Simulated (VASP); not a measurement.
The system is Se.

```
CELL_PARAMETERS angstrom
4.06987 0.00000 0.00000
-2.03493 3.52461 0.00000
0.00000 0.00000 4.77923
ATOMIC_POSITIONS crystal
Se 0.25275 0.00000 0.33333
Se 0.00000 0.25275 0.66667
Se 0.74725 0.74725 0.00000
```

This cell differs from its parent crystal: strain -5.2%.

Base run:

| Item | Value |
| --- | --- |
| Program | VASP 6.6.1 |
| Functional | PBE |
| Potentials or basis | VASP PAW PBE potentials, release 64 (Se) |
| Cutoff | 520 eV |
| k mesh | 12 × 12 × 6 |
| Occupations | fermi-dirac, width 0.02 eV |
| Spin | no spin polarisation |

Its results: band gap on the k mesh 0.33 eV (least direct gap 1.16 eV); pressure 8.6 GPa; largest force 0.396 eV/Å.

The run is repeated on the same cell with these changes: functional from PBE to r2SCAN; occupations from fermi-dirac, width 0.02 eV to gaussian, width 0.01 eV. What comes out?

Band gap on the k mesh 0.52 eV (least direct gap 1.43 eV); pressure 7.2 GPa; largest force 0.034 eV/Å.

Caveats: the cell stands under pressure; the PAW data sets were made with another functional, which shifts forces and pressure a little (at least some runs).

A k mesh can miss the band edges.
